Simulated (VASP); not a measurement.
Crystal: SiC.

```
Si C
1.0
     3.03182    0.00000    0.00000
    -1.51591    2.62563    0.00000
     0.00000    0.00000   14.86032
Si C
6 6
Cartesian
  1.5159 0.8752 6.8105
  0.0000 1.7504 14.2406
  1.5159 0.8752 11.7649
  0.0000 1.7504 4.3348
  0.0000 0.0000 9.2877
  0.0000 0.0000 1.8575
  1.5159 0.8752 4.9529
  0.0000 1.7504 12.3831
  1.5159 0.8752 9.9074
  0.0000 1.7504 2.4772
  0.0000 0.0000 7.4302
  0.0000 0.0000 0.0000
```

Base run:

```yaml
Program: VASP 6.6.1
Functional: PBE
Dispersion: D4
Potentials_or_basis: VASP PAW PBE potentials, release 64 (Si, C)
Cutoff: 520 eV
k_mesh: 10 × 10 × 2
Occupations: fermi-dirac, width 0.05 eV
Spin: no spin polarisation
```

Its results: band gap on the k mesh 2.01 eV (least direct gap 3.11 eV); pressure 10.4 GPa; largest force 0.155 eV/Å.

The run is repeated on the same cell with these changes: functional from PBE to revPBE. What comes out?

Band gap on the k mesh 2.01 eV (least direct gap 3.11 eV); pressure 7.4 GPa; largest force 0.157 eV/Å.

Caveats: the cell stands under pressure; the PAW data sets were made with another functional, which shifts forces and pressure a little (at least some runs).

A k mesh can miss the band edges.
